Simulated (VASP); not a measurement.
# TaN (I4/mmm) in VASP: notebook, part 2 of 2

VASP 6.6.1.

### 3 Single point, PBEsol (strain -0.030 along x and y, +0.030 along z)

File INCAR:

```
  ALGO = Normal
  EDIFF = 1E-6
  ENCUT = 700
  GGA = PS
  GGA_COMPAT = F
  ISIF = 2
  ISMEAR = 0
  LASPH = T
  LCHARG = F
  LREAL = F
  LWAVE = F
  NBANDS = 16
  NELM = 120
  PREC = Accurate
  SIGMA = 0.15
```

File KPOINTS:

```
k-points
0
Gamma
  24 24 24
```

File POSCAR:

```
TaN
1.0
    0.0000000000      2.1222093625      2.2534800447
    2.1222093625      0.0000000000      2.2534800447
    2.1222093625      2.1222093625      0.0000000000
Ta N
1 1
Direct
    0.5000000000      0.5000000000      0.5000000000
    0.0000000000      0.0000000000      0.0000000000
```

Potentials or basis: VASP PAW PBE potentials, release 64 (Ta_sv_GW, N).

Run with:

```console
> cat potpaw_PBE.64/Ta_sv_GW/POTCAR potpaw_PBE.64/N/POTCAR > POTCAR
> mpirun -np 1 vasp_std > vasp.out
```

OUTCAR:

```text
EDIFF = 1E-6
   ENCUT = 700
   GGA = PS
   ISIF = 2
   ISMEAR = 0
   LASPH = T
   LREAL = F
   NELM = 120
   PREC = Accurate

 ion  position               nearest neighbor table
   1  0.500  0.500  0.500-   2 2.12   2 2.12   2 2.12   2 2.12   2 2.25   2 2.25
   2  0.000  0.000  0.000-   1 2.12   1 2.12   1 2.12   1 2.12   1 2.25   1 2.25

  LATTYP: Found a body centered tetragonal cell.
 ALAT       =     3.0012572626
 C/A-ratio  =     1.5016906899

  Lattice vectors:

 A1 = (  -2.1222093625,   0.0000000000,   2.2534800447)
 A2 = (   2.1222093625,   0.0000000000,   2.2534800447)
 A3 = (   0.0000000000,   2.1222093625,  -2.2534800447)

Analysis of symmetry for initial positions (statically):
=====================================================================
 Subroutine PRICEL returns:
 Original cell was already a primitive cell.

 Routine SETGRP: Setting up the symmetry group for a
 body centered tetragonal supercell.

 Subroutine GETGRP returns: Found 16 space group operations
 (whereof 16 operations were pure point group operations)
 out of a pool of 16 trial point group operations.

The static configuration has the point symmetry D_4h.
[... 155 lines left out ...]
  ext. energy  EPLUGINS =         0.00000000
  ---------------------------------------------------
  free energy    TOTEN  =       -25.64151799 eV

  energy without entropy =      -25.63310162  energy(sigma->0) =      -25.63730980

 E-fermi :  14.3428     XC(G=0): -14.2263

 val. band max:       14.3402787669   @ k =  -0.2083   0.1667   0.0000
 cond. band min:      14.3474443572   @ k =  -0.3750   0.2500   0.2083
 fundamental gap:      0.0071655903
 Fermi energy:        14.3428424982

 k-point     1 :       0.0000    0.0000    0.0000
  band No.  band energies     occupation
      1     -55.0301      2.00000
      2     -21.2163      2.00000
      3     -21.1978      2.00000
      4     -21.1978      2.00000
      5      -4.8179      2.00000
      6      10.2538      2.00000
[... 433 lines left out ...]
      3     -21.3549      2.00000
      4     -21.2525      2.00000
      5      -1.6260      2.00000
      6       3.8504      2.00000
[... 8 lines left out ...]
     15      26.2424      0.00000
     16      27.4242      0.00000

 [... further k-points ...]
[... 5 lines left out ...]
  --------------------------------------------------------------------------------------
  -------------------------------------------------------------------------------------
  Total        3.4900196      3.4900196     -1.0693421      0.0000000     -0.0000000      0.0000000
  in kB      275.4725173    275.4725173    -84.4047851      0.0000000     -0.0000000      0.0000000
  external PRESSURE =     155.5134165 kB  Pullay stress =       0.0000000 kB

 VOLUME and BASIS-vectors are now :
 -----------------------------------------------------------------------------
  energy-cutoff  :      700.00
  volume of cell :       20.30
      direct lattice vectors                 reciprocal lattice vectors
     0.000000000  2.122209363  2.253480045    -0.235603522  0.235603522  0.221879045
     2.122209363  0.000000000  2.253480045     0.235603522 -0.235603522  0.221879045
     2.122209363  2.122209363  0.000000000     0.235603522  0.235603522 -0.221879045

 POSITION                                       TOTAL-FORCE (eV/Angst)
 -----------------------------------------------------------------------------------
      2.12221      2.12221      2.25348         0.000000     -0.000000     -0.000000
      0.00000      0.00000      0.00000        -0.000000      0.000000      0.000000
 -----------------------------------------------------------------------------------
    total drift:                                0.000000      0.000000      0.000000

  FREE ENERGIE OF THE ION-ELECTRON SYSTEM (eV)
  ---------------------------------------------------
  free  energy   TOTEN  =       -25.6415179872 eV

  energy  without entropy=      -25.6331016165  energy(sigma->0) =      -25.63730980
```

Run time: 7 min. Hardware: 1 thread of Intel Xeon Platinum 8259CL at 2.50GHz (Skylake/Cascade Lake), shared host; peak memory 0.67 GiB.

Results:

```
Free energy            : -25.6415 eV
Pressure               : 15.6 GPa
Band gap on the k mesh : zero (bands 9 and 10 overlap by 3.99 eV)
```

Stress tensor (GPa, compression positive):
```
27.55  0.00  0.00
 0.00 27.55  0.00
 0.00  0.00 -8.44
```

Caveat: the cell differs from its parent crystal (strain -0.030 along x and y, +0.030 along z); the stress differs along the axes, from -8 to 28 GPa; the PAW data sets were made with another functional, which shifts forces and pressure a little; spin-orbit coupling is left out, which moves the levels of the heavy elements.

### 4 Single point, PBEsol (strain -0.015 along x and y, +0.000 along z)

File INCAR:

```
PREC     = Accurate       # precision mode
ENCUT    = 700            # plane-wave cutoff, eV
EDIFF    = 1E-6           # SCF threshold, eV
ISMEAR   = 0              # smearing method
SIGMA    = 0.15           # smearing width, eV
LREAL    = False          # projectors in reciprocal space
LASPH    = True           # aspherical terms in the spheres
NELM     = 120            # most SCF steps
ALGO     = Normal         # electronic algorithm
ISIF     = 2              # what is computed and relaxed
LWAVE    = False          # write WAVECAR
LCHARG   = False          # write CHGCAR
GGA      = PS             # functional
NBANDS   = 16             # bands
GGA_COMPAT= False
```

File KPOINTS:

```
Automatic mesh
0
Gamma
  24 24 24
```

File POSCAR:

```
TaN
1.0
    0.0000000000      2.1550270330      2.1878447036
    2.1550270330      0.0000000000      2.1878447036
    2.1550270330      2.1550270330      0.0000000000
Ta N
1 1
Direct
    0.5000000000      0.5000000000      0.5000000000
    0.0000000000      0.0000000000      0.0000000000
```

Run with:

```console
> cat potpaw_PBE.64/Ta_sv_GW/POTCAR potpaw_PBE.64/N/POTCAR > POTCAR
> mpirun -np 1 vasp_std > vasp.out
```

Wall time 9.5 min (1 thread of Intel Xeon Platinum 8259CL at 2.50GHz (Skylake/Cascade Lake), shared host); peak memory 0.68 GiB.

It converged, with:

* Free energy: -25.7360 eV
* Pressure: 11.9 GPa
* Band gap on the k mesh: zero (bands 9 and 10 overlap by 4.19 eV)

Stress tensor (GPa, compression positive):
```
15.51  0.00  0.00
 0.00 15.51  0.00
 0.00  0.00  4.57
```

Levels at points of the mesh, in eV from the Fermi level:
| k point | band 6 | band 7 | band 8 | band 9 | band 10 | band 11 | band 12 | band 13 |
| --- | --- | --- | --- | --- | --- | --- | --- | --- |
| (0.00, 0.00, 0.00) | -3.97 | -3.90 | -3.90 | -2.38 | -2.18 | -2.18 | -0.11 | 0.16 |
| (0.50, 0.00, 0.00) | -10.77 | -7.93 | -7.92 | 2.00 | 2.09 | 2.19 | 3.92 | 7.84 |
| (0.50, 0.50, 0.00) | -6.82 | -5.79 | -4.66 | -4.66 | 2.24 | 3.84 | 3.84 | 5.03 |
| (0.50, 0.00, 0.50) | -6.65 | -5.82 | -4.77 | -4.70 | 2.24 | 3.73 | 3.95 | 5.10 |

Caveat: the cell differs from its parent crystal (strain -0.015 along x and y, +0.000 along z); the stress differs along the axes, from 5 to 16 GPa; the PAW data sets were made with another functional, which shifts forces and pressure a little; spin-orbit coupling is left out, which moves the levels of the heavy elements.

### 5 Overview

| potentials or basis | cell | cutoff (eV) | gap on the mesh (eV) | pressure (GPa) |
| --- | --- | --- | --- | --- |
| VASP PAW PBE potentials, release 64 (Ta_pv, N) | a = 3.164, b = 3.164, c = 3.187 Å, angles 59.8, 59.8, 60.5°, 2 atoms | 520 | none | -21.6 |
| VASP PAW PBE potentials, release 64 (Ta_sv_GW, N) | a = 3.095, b = 3.095, c = 3.001 Å, angles 61.0, 61.0, 58.0°, 2 atoms | 700 | none | 15.6 |
| VASP PAW PBE potentials, release 64 (Ta_sv_GW, N) | a = 3.071, b = 3.071, c = 3.048 Å, angles 60.3, 60.3, 59.5°, 2 atoms | 700 | none | 11.9 |

Alike in all rows: task single point; level PBEsol; no spin polarisation; k mesh 24 × 24 × 24; smearing gaussian 0.15 eV.

Caveats: the PAW data sets were made with another functional, which shifts forces and pressure a little; spin-orbit coupling is left out, which moves the levels of the heavy elements; the stress differs along the axes, from -24 to -17 GPa (at least some runs); the stress differs along the axes, from -8 to 28 GPa (at least some runs); the stress differs along the axes, from 5 to 16 GPa (at least some runs).

Absolute energies hang on the potentials; compare differences alone.
